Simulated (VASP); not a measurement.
# Zn (P6_3/mmc) in VASP: a series of runs

The runs below take Zn through electric field gradients, with LDA.

All numbers are computed with VASP 6.6.1; they aren't measurements. Logs are shortened: lines on timing, memory, paths and dates and some standing lists are left out, and cuts for length are marked.

## Step 1: The cell of the first run

It takes space group P6_3/mmc (No. 194, hexagonal). Conventional cell: a = 2.785 Å, b = 2.785 Å, c = 4.512 Å, α = 90.00°, β = 90.00°, γ = 120.00°. Zn (site symmetry -6m2) has 12 Zn at 2.77 to 2.79 Å within 3.7 Å.

## Step 2: Electric field gradients, LDA

Contents of INCAR:

```
ALGO = Normal
EDIFF = 1E-8
ENCUT = 520
ISIF = 2
ISMEAR = -1
LASPH = T
LCHARG = F
LEFG = T
LREAL = F
LWAVE = F
NBANDS = 19
NELM = 60
PREC = Accurate
SIGMA = 0.05
```

Contents of KPOINTS:

```
k-points
0
Gamma
  12 12 7
```

Contents of POSCAR:

```
Zn
1.0
    2.7850770257      0.0000000000      0.0000000000
   -1.3925385129      2.4119474558      0.0000000000
    0.0000000000      0.0000000000      4.5118247817
Zn
2
Direct
    0.3333333333      0.6666666667      0.2500000000
    0.6666666667      0.3333333333      0.7500000000
```

Potentials or basis: VASP PAW LDA potentials, release 64 (Zn).

Command:

```sh
$ cat potpaw_LDA.64/Zn/POTCAR > POTCAR
$ mpirun -np 1 vasp_std > vasp.out
```

OUTCAR:

```text
EDIFF = 1E-8
   ENCUT = 520
   ISIF = 2
   ISMEAR = -1
   LASPH = T
   LREAL = F
   NELM = 60
   PREC = Accurate

 ion  position               nearest neighbor table
   1  0.333  0.667  0.250-   2 2.77   2 2.77   2 2.77   2 2.77   2 2.77   2 2.77
   2  0.667  0.333  0.750-   1 2.77   1 2.77   1 2.77   1 2.77   1 2.77   1 2.77

  LATTYP: Found a hexagonal cell.
 ALAT       =     2.7850770257
 C/A-ratio  =     1.6200000000

  Lattice vectors:

 A1 = (   2.7850770257,   0.0000000000,   0.0000000000)
 A2 = (  -1.3925385129,   2.4119474558,   0.0000000000)
 A3 = (   0.0000000000,   0.0000000000,   4.5118247817)

Analysis of symmetry for initial positions (statically):
=====================================================================
 Subroutine PRICEL returns:
 Original cell was already a primitive cell.

 Routine SETGRP: Setting up the symmetry group for a
 hexagonal supercell.

 Subroutine GETGRP returns: Found 24 space group operations
 (whereof 12 operations were pure point group operations)
 out of a pool of 24 trial point group operations.

The static configuration has the point symmetry D_3d.
 The point group associated with its full space group is D_6h.

Analysis of symmetry for dynamics (positions and initial velocities):
=====================================================================
 Subroutine PRICEL returns:
 Original cell was already a primitive cell.

 Routine SETGRP: Setting up the symmetry group for a
 hexagonal supercell.

 Subroutine GETGRP returns: Found 24 space group operations
 (whereof 12 operations were pure point group operations)
 out of a pool of 24 trial point group operations.

The dynamic configuration has the point symmetry D_3d.
 The point group associated with its full space group is D_6h.

 Subroutine INISYM returns: Found 24 space group operations
 (whereof 12 operations are pure point group operations),
 and found     1 'primitive' translations

----------------------------------------------------------------------------------------

                                     Primitive cell

  volume of cell :      30.3080

  direct lattice vectors                    reciprocal lattice vectors
[... 121 lines left out ...]
 maximum number of plane-waves:       834
 NGX is ok and might be reduce to    24
   NGX = 11   NGY = 11   NGZ = 17

 number of electron      24.0000017 magnetization

 Free energy of the ion-electron system (eV)
  ---------------------------------------------------
  ext. energy  EPLUGINS =         0.00000000
  ---------------------------------------------------
  free energy    TOTEN  =        -3.62462872 eV

  energy without entropy =       -3.61991497  energy(sigma->0) =       -3.62227185

 E-fermi :   2.9478     XC(G=0): -11.9195

 val. band max:        2.9255508506   @ k =   0.1667   0.1667   0.0000
 cond. band min:       3.0571625344   @ k =   0.3333   0.3333   0.4286
 fundamental gap:      0.1316116838
 Fermi energy:         2.9478322969

 k-point     1 :       0.0000    0.0000    0.0000
  band No.  band energies     occupation
      1      -7.5108      2.00000
      2      -5.5788      2.00000
      3      -4.8513      2.00000
      4      -4.8182      2.00000
      5      -4.8182      2.00000
      6      -4.7293      2.00000
[... 505 lines left out ...]
      6      -4.7275      2.00000
[... 11 lines left out ...]
     18      16.0027      0.00000
     19      17.9202      0.00000

 [... further k-points ...]

------------------------ aborting loop because EDIFF is reached ----------------------------------------

  FORCE on cell =-STRESS in cart. coord.  units (eV):
  Direction    XX          YY          ZZ          XY          YZ          ZX
  --------------------------------------------------------------------------------------
  -------------------------------------------------------------------------------------
  Total       -1.5941801     -1.5941801     -2.0270479      0.0000000     -0.0000000      0.0000000
  in kB      -84.2734325    -84.2734325   -107.1562004      0.0000000     -0.0000000      0.0000000
  external PRESSURE =     -91.9010218 kB  Pullay stress =       0.0000000 kB

 VOLUME and BASIS-vectors are now :
 -----------------------------------------------------------------------------
  energy-cutoff  :      520.00
  volume of cell :       30.31
      direct lattice vectors                 reciprocal lattice vectors
     2.785077026  0.000000000  0.000000000     0.359056497  0.207301365  0.000000000
    -1.392538513  2.411947456  0.000000000     0.000000000  0.414602730  0.000000000
     0.000000000  0.000000000  4.511824782     0.000000000  0.000000000  0.221639813

 POSITION                                       TOTAL-FORCE (eV/Angst)
 -----------------------------------------------------------------------------------
     -0.00000      1.60796      1.12796         0.000000     -0.000000      0.000000
      1.39254      0.80398      3.38387        -0.000000      0.000000      0.000000
 -----------------------------------------------------------------------------------
    total drift:                                0.000000     -0.000000      0.000000

  FREE ENERGIE OF THE ION-ELECTRON SYSTEM (eV)
  ---------------------------------------------------
  free  energy   TOTEN  =        -3.6246287200 eV

  energy  without entropy=       -3.6199149719  energy(sigma->0) =       -3.62227185

 Electric field gradients (V/A^2)
---------------------------------------------------------------------
 ion       V_xx      V_yy      V_zz      V_xy      V_xz      V_yz
---------------------------------------------------------------------
   1      -3.493    -3.497     6.990    -0.004     0.000    -0.000
   2      -3.493    -3.497     6.990    -0.004    -0.000     0.000
---------------------------------------------------------------------

 Electric field gradients after diagonalization (V/A^2)
 (convention: |V_zz| > |V_xx| > |V_yy|)
----------------------------------------------------------------------
 ion       V_xx      V_yy      V_zz     asymmetry (V_yy - V_xx)/ V_zz
----------------------------------------------------------------------
   1      -3.499    -3.491     6.990       0.001
   2      -3.499    -3.491     6.990       0.001
----------------------------------------------------------------------

           NMR quadrupolar parameters

 Cq : quadrupolar parameter    Cq=e*Q*V_zz/h
 eta: asymmetry parameters     (V_yy - V_xx)/ V_zz
 Q  : nuclear electric quadrupole moment in mb (millibarn)
----------------------------------------------------------------------
 ion       Cq(MHz)       eta       Q (mb)
----------------------------------------------------------------------
   1       0.017       0.001       1.000
   2       0.017       0.001       1.000
----------------------------------------------------------------------
```

Run time: 34 s. Hardware: 1 thread of Intel Xeon 6975P-C, shared host; peak memory 0.16 GiB.

What came out:

* Free energy: -3.6246 eV
* Pressure: -9.2 GPa
* Band gap on the k mesh: zero (band 12 reaches 4.49 eV, above the bottom of band 13 at 1.52 eV)

Stress tensor (GPa, compression positive):
```
 -8.43   0.00   0.00
  0.00  -8.43   0.00
  0.00   0.00 -10.72
```

Electric field gradients, principal values (V/Å²):
```
atom   least  middle  greatest (by size)
1 Zn  -3.491  -3.499               6.990
2 Zn  -3.491  -3.499               6.990
```

Caveat: without QUAD_EFG the Cq values of the log hold for a quadrupole moment of 1 mb, not for the nuclei.

## Step 3: Electric field gradients, LDA

Contents of INCAR:

```
PREC = Accurate
ENCUT = 520
EDIFF = 1E-8
ISMEAR = -1
SIGMA = 0.05
LREAL = False
LASPH = True
NELM = 80
ALGO = Normal
ISIF = 2
LWAVE = False
LCHARG = False
GGA = CA
LEFG = True
NBANDS = 19
```

Contents of KPOINTS:

```
Automatic mesh
0
Gamma
  12 12 7
```

POSCAR is that of step 2.

Potentials or basis: VASP PAW LDA potentials, release 64 (Zn).

Command:

```sh
$ cat potpaw_LDA.64/Zn/POTCAR > POTCAR
$ mpirun -np 1 vasp_std > vasp.out
```

OUTCAR:

```text
PREC = Accurate
   ENCUT = 520
   EDIFF = 1E-8
   ISMEAR = -1
   LREAL = False
   LASPH = True
   NELM = 80
   ISIF = 2
   GGA = CA

 ion  position               nearest neighbor table
   1  0.333  0.667  0.250-   2 2.77   2 2.77   2 2.77   2 2.77   2 2.77   2 2.77
   2  0.667  0.333  0.750-   1 2.77   1 2.77   1 2.77   1 2.77   1 2.77   1 2.77

  LATTYP: Found a hexagonal cell.
 ALAT       =     2.7850770257
 C/A-ratio  =     1.6200000000

  Lattice vectors:

 A1 = (   2.7850770257,   0.0000000000,   0.0000000000)
[... 743 lines left out ...]
  ---------------------------------------------------
  free  energy   TOTEN  =        -3.6246287200 eV

  energy  without entropy=       -3.6199149719  energy(sigma->0) =       -3.62227185

 Electric field gradients (V/A^2)
---------------------------------------------------------------------
 ion       V_xx      V_yy      V_zz      V_xy      V_xz      V_yz
---------------------------------------------------------------------
   1      -3.493    -3.497     6.990    -0.004     0.000    -0.000
   2      -3.493    -3.497     6.990    -0.004    -0.000     0.000
---------------------------------------------------------------------

 Electric field gradients after diagonalization (V/A^2)
 (convention: |V_zz| > |V_xx| > |V_yy|)
----------------------------------------------------------------------
 ion       V_xx      V_yy      V_zz     asymmetry (V_yy - V_xx)/ V_zz
----------------------------------------------------------------------
   1      -3.499    -3.491     6.990       0.001
   2      -3.499    -3.491     6.990       0.001
----------------------------------------------------------------------

           NMR quadrupolar parameters

 Cq : quadrupolar parameter    Cq=e*Q*V_zz/h
 eta: asymmetry parameters     (V_yy - V_xx)/ V_zz
 Q  : nuclear electric quadrupole moment in mb (millibarn)
----------------------------------------------------------------------
 ion       Cq(MHz)       eta       Q (mb)
----------------------------------------------------------------------
   1       0.017       0.001       1.000
   2       0.017       0.001       1.000
----------------------------------------------------------------------
```

stdout:

```text
POSCAR found type information on POSCAR Zn
 POSCAR found :  1 types and       2 ions
 scaLAPACK will be used
 LDA part: xc-table for (Slater(with rela. corr.)+CA(PZ))
 , standard interpolation
 POSCAR, INCAR and KPOINTS ok, starting setup
 FFT: planning ... GRIDC
 FFT: planning ... GRID_SOFT
 FFT: planning ... GRID
 WAVECAR not read
 entering main loop
ion   1

ion   2
```

Run time: 30 s. Hardware: 1 thread of Intel Xeon 6975P-C, shared host; peak memory 0.16 GiB.

Results:

| Quantity | Value |
| --- | --- |
| Free energy | -3.6246 eV |
| Pressure | -9.2 GPa |
| Band gap on the k mesh | zero (band 12 reaches 4.49 eV, above the bottom of band 13 at 1.52 eV) |

Stress tensor (GPa, compression positive):
```
 -8.43   0.00   0.00
  0.00  -8.43   0.00
  0.00   0.00 -10.72
```

Levels at points of the mesh, in eV from the Fermi level:
```tsv
k point	band 9	band 10	band 11	band 12	band 13	band 14	band 15	band 16
(0.00, 0.00, 0.00)	-7.57	-7.19	-7.19	-2.92	-1.43	14.59	14.59	16.65
(0.50, 0.00, 0.00)	-7.12	-7.10	-3.34	-2.93	3.60	3.61	4.89	6.07
```

Electric field gradients, principal values (V/Å²):
| atom | least | middle | greatest (by size) |
| --- | --- | --- | --- |
| 1 Zn | -3.491 | -3.499 | 6.990 |
| 2 Zn | -3.491 | -3.499 | 6.990 |

Caveat: without QUAD_EFG the Cq values of the log hold for a quadrupole moment of 1 mb, not for the nuclei.
